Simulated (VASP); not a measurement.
# Sn (Fd-3m) in VASP: further runs, part 2 of 2

VASP 6.6.1.

## 4. Vibrations by perturbation theory, PBEsol (35.53 Å³/atom)

This run uses another cell than the first one, of 35.53 Å³/atom.

The input, INCAR:

```
SYSTEM = Sn
PREC = Accurate
ENCUT = 520
EDIFF = 1E-8
ISMEAR = -1
SIGMA = 0.1
LREAL = .False.
LASPH = .True.
NELM = 80
ALGO = Normal
ISIF = 2
LWAVE = .False.
LCHARG = .True.
GGA = PS
IBRION = 8
NSW = 1
```

The input, KPOINTS:

```
regular mesh
0
Gamma
  10 10 10
  0 0 0
```

The input, POSCAR:

```
Sn
1.0
    0.0000000000      3.2873860086      3.2873860086
    3.2873860086      0.0000000000      3.2873860086
    3.2873860086      3.2873860086      0.0000000000
Sn
2
Direct
    0.5000000000      0.5000000000      0.5000000000
    0.7500000000      0.7500000000      0.7500000000
```

Potentials or basis: VASP PAW PBE potentials, release 64 (Sn_d).

Launch:

```sh
> cat potpaw_PBE.64/Sn_d/POTCAR > POTCAR
> mpirun -np 1 vasp_std > vasp.out
```

OUTCAR:

```text
SYSTEM = Sn
   PREC = Accurate
   ENCUT = 520
   EDIFF = 1E-8
   ISMEAR = -1
   LREAL = .False.
   LASPH = .True.
   NELM = 80
   ISIF = 2
   GGA = PS
   IBRION = 8
   NSW = 1

 ion  position               nearest neighbor table
   1  0.500  0.500  0.500-   2 2.85   2 2.85   2 2.85   2 2.85
   2  0.750  0.750  0.750-   1 2.85   1 2.85   1 2.85   1 2.85

  LATTYP: Found a face centered cubic cell.
 ALAT       =     6.5747720172

  Lattice vectors:

 A1 = (   0.0000000000,   3.2873860086,   3.2873860086)
 A2 = (   3.2873860086,   0.0000000000,   3.2873860086)
 A3 = (   3.2873860086,   3.2873860086,   0.0000000000)

Analysis of symmetry for initial positions (statically):
=====================================================================
 Subroutine PRICEL returns:
 Original cell was already a primitive cell.

 Routine SETGRP: Setting up the symmetry group for a
 face centered cubic supercell.

 Subroutine GETGRP returns: Found 48 space group operations
 (whereof 24 operations were pure point group operations)
 out of a pool of 48 trial point group operations.

The static configuration has the point symmetry T_d .
 The point group associated with its full space group is O_h .

Analysis of symmetry for dynamics (positions and initial velocities):
=====================================================================
 Subroutine PRICEL returns:
 Original cell was already a primitive cell.

 Routine SETGRP: Setting up the symmetry group for a
 face centered cubic supercell.

[... 685 lines left out ...]

 POSITION                                       TOTAL-FORCE (eV/Angst)
 -----------------------------------------------------------------------------------
      3.28739      3.28739      3.28739         0.000000     -0.000000      0.000000
      4.93108      4.93108      4.93108        -0.000000      0.000000     -0.000000
 -----------------------------------------------------------------------------------
    total drift:                                0.000000      0.000000      0.000000

  FREE ENERGIE OF THE ION-ELECTRON SYSTEM (eV)
  ---------------------------------------------------
  free  energy   TOTEN  =        -8.4650159210 eV

  energy  without entropy=       -8.4576140927  energy(sigma->0) =       -8.46131501

[... ionic steps 2 to 3 ...]

--------------------------------------- Ionic step        4  -------------------------------------------

 Free energy of the ion-electron system (eV)
  ---------------------------------------------------
  ---------------------------------------------------
  free energy    TOTEN  =        -0.22097387 eV

  energy without entropy =       -0.22097387

------------------------ aborting loop because EDIFF is reached ----------------------------------------

 INTERNAL STRAIN TENSOR  FOR ION    1  DIRECTION 1   (eV/Angst):
 -----------------------------------------------------------------------------
    -0.00894  0.00000  0.00000
     0.00000  0.00579  7.47986
     0.00000  7.47986  0.00579

 INTERNAL STRAIN TENSOR FOR ION    2 for displacements in x,y,z  (eV/Angst):
          X           Y           Z          XY          YZ          ZX
  --------------------------------------------------------------------------------
  x    -0.00000     0.00000     0.00000     0.00000    -7.47986     0.00000
  y    -0.00000    -0.00000    -0.00000     0.00000     0.00000    -7.47986
  z     0.00000     0.00000    -0.00000    -7.47986     0.00000     0.00000

 SECOND DERIVATIVES (NOT SYMMETRIZED)
 ------------------------------------
               1X          1Y          1Z          2X          2Y          2Z
  1X    -6.756933    0.000000    0.000000    6.756933    0.000000    0.000000
  1Y     0.000000   -6.756933    0.000000    0.000000    6.756933    0.000000
  1Z     0.000000    0.000000   -6.756933    0.000000    0.000000    6.756933
  2X     6.756933    0.000000    0.000000   -6.756933    0.000000    0.000000
  2Y     0.000000    6.756933    0.000000    0.000000   -6.756933    0.000000
  2Z     0.000000    0.000000    6.756933    0.000000    0.000000   -6.756933

 Eigenvectors and eigenvalues of the dynamical matrix
 ----------------------------------------------------

   1 f  =    5.274689 THz    33.141850 2PiTHz  175.944692 cm-1    21.814352 meV
             X         Y         Z           dx          dy          dz
      3.287386  3.287386  3.287386     0.000000   -0.707107    0.000000
      4.931079  4.931079  4.931079     0.000000    0.707107    0.000000
[... 21 lines left out ...]
   6 f  =    0.000000 THz     0.000000 2PiTHz    0.000000 cm-1     0.000000 meV
             X         Y         Z           dx          dy          dz
      3.287386  3.287386  3.287386     0.000000    0.000000    0.707107
      4.931079  4.931079  4.931079     0.000000    0.000000    0.707107

--------------------------------------------------------------------------------------------------------

 ELASTIC MODULI CONTR FROM IONIC RELAXATION (kBar)
 Direction    XX          YY          ZZ          XY          YZ          ZX
 --------------------------------------------------------------------------------
 XX          -0.0000      0.0000      0.0000      0.0000     -0.0000     -0.0000
 YY           0.0000     -0.0000     -0.0000      0.0000      0.0000     -0.0000
 ZZ           0.0000     -0.0000     -0.0000     -0.0000      0.0000     -0.0000
 XY           0.0000      0.0000     -0.0000   -186.7094      0.0000      0.0000
 YZ          -0.0000      0.0000      0.0000      0.0000   -186.7094      0.0000
 ZX          -0.0000     -0.0000     -0.0000      0.0000      0.0000   -186.7094
 --------------------------------------------------------------------------------
```

OSZICAR:

```text
N       E                     dE             d eps       ncg     rms          rms(c)
DAV:   1     0.209104304243E+03    0.20910E+03   -0.15371E+04  1694   0.223E+03
DAV:   2     0.115152281617E+02   -0.19759E+03   -0.19466E+03  1692   0.437E+02
DAV:   3    -0.793539874263E+01   -0.19451E+02   -0.19321E+02  1922   0.147E+02
DAV:   4    -0.853890389049E+01   -0.60351E+00   -0.60280E+00  1878   0.285E+01
[... 30 lines left out ...]
RMM:  13    -0.220973906923E+00    0.19086E-07    0.25527E-08 11928   0.266E-05    0.273E-06
RMM:  14    -0.220973888697E+00    0.18226E-07    0.11558E-08 12380   0.145E-05    0.106E-06
RMM:  15    -0.220973871841E+00    0.16856E-07    0.76130E-09 11215   0.842E-06    0.164E-07
RMM:  16    -0.220973870894E+00    0.94652E-09    0.36059E-09  7439   0.481E-06    0.257E-07
 Linear response finished
```

stdout:

```text
POSCAR found type information on POSCAR Sn
 POSCAR found :  1 types and       2 ions
 scaLAPACK will be used
 -----------------------------------------------------------------------------
|                                                                             |
|                                                                             |
|     You enforced a specific xc type in the INCAR file but a different       |
|     I HOPE YOU KNOW WHAT YOU ARE DOING!                                     |
|                                                                             |
 -----------------------------------------------------------------------------

 LDA part: xc-table for (Slater+PW92), standard interpolation
 POSCAR, INCAR and KPOINTS ok, starting setup
 FFT: planning ... GRIDC
 FFT: planning ... GRID_SOFT
 FFT: planning ... GRID
 WAVECAR not read
 entering main loop
 Linear response reoptimize wavefunctions to high precision
 Linear response DOF=           1
 Linear response progress:
 first order change of Fermi-energy   0.94963E-04
 force on displaced ion       1 direction 1 :  -6.757   0.000   0.000
 Linear response finished
```

Run time: 5.3 min. Hardware: 1 thread of AMD EPYC 9R45 (Zen 5), shared host; peak memory 0.51 GiB.

Results:

```yaml
Highest_phonon_frequency_at_Γ: 176 cm⁻¹
```

Phonon frequencies in cm⁻¹ (negative: imaginary):
```
              q point        frequencies
(0.000, 0.000, 0.000)  0 0 0 176 176 176
```

Caveat: the PAW data sets were made with another functional, which shifts forces and pressure a little; spin-orbit coupling is left out, which moves the levels of the heavy elements.
